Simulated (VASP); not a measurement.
A run of VASP 6.6.1 is set up as follows.

INCAR

```
PREC = Accurate
ENCUT = 520
EDIFF = 1E-6
ISMEAR = -1
SIGMA = 0.1
LREAL = False
LASPH = True
NELM = 60
ALGO = Normal
ISIF = 2
LWAVE = False
LCHARG = False
GGA = CA
NBANDS = 13
```

The input KPOINTS:

```
Automatic mesh
0
Gamma
  24 24 24
```

POSCAR

```
Ru
1.0
   -1.5003556195      1.5003556195      1.5003556195
    1.5003556195     -1.5003556195      1.5003556195
    1.5003556195      1.5003556195     -1.5003556195
Ru
1
Direct
    0.0000000000      0.0000000000      0.0000000000
```

Potentials or basis: VASP PAW LDA potentials, release 64 (Ru_pv).

Run with:

```sh
$ cat potpaw_LDA.64/Ru_pv/POTCAR > POTCAR
$ mpirun -np 1 vasp_std > vasp.out
```

**Question.** Estimate the band gap on the k mesh.

**Answer.** Zero (band 7 reaches 14.89 eV, above the bottom of band 8 at 11.00 eV).

**Question.** Estimate the pressure.

**Answer.** 0.9 GPa.
